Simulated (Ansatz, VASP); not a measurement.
# One calculation of HCl, two programs

```
CELL_PARAMETERS angstrom
0.00000 2.67500 2.85500
2.51500 0.00000 2.85500
2.51500 2.67500 0.00000
ATOMIC_POSITIONS crystal
H 0.00000 0.00000 0.00000
Cl 0.50000 0.50000 0.50000
```

Alike in both runs: task single point; functional r2SCAN; k mesh 16 × 16 × 16; occupations gaussian, width 0.15 eV; no spin polarisation.

```csv
,VASP,Ansatz
version,VASP 6.6.1,Ansatz 0.2.0
potentials or method,"VASP PAW PBE potentials, release 64 (H, Cl), cutoff 520 eV","scalar-relativistic, plane waves, PAW"
valence electrons in the cell,8,8
```

Ansatz gave:

| Property | Result |
| --- | --- |
| gap on the k mesh at the Fermi level (eV) | none |
| pressure (GPa) | -10.4 |
| traceless stress, the component that is largest in VASP (GPa) | -5.89 |

Task: Which values does VASP return?

Result: gap on the k mesh at the Fermi level (eV): none; pressure (GPa): -10.5; traceless stress, the component that is largest in VASP (GPa): -5.90.

VASP's potentials were made for PBE, not for r2SCAN. A gap of «none» marks a metal or a gap that the smearing closes.
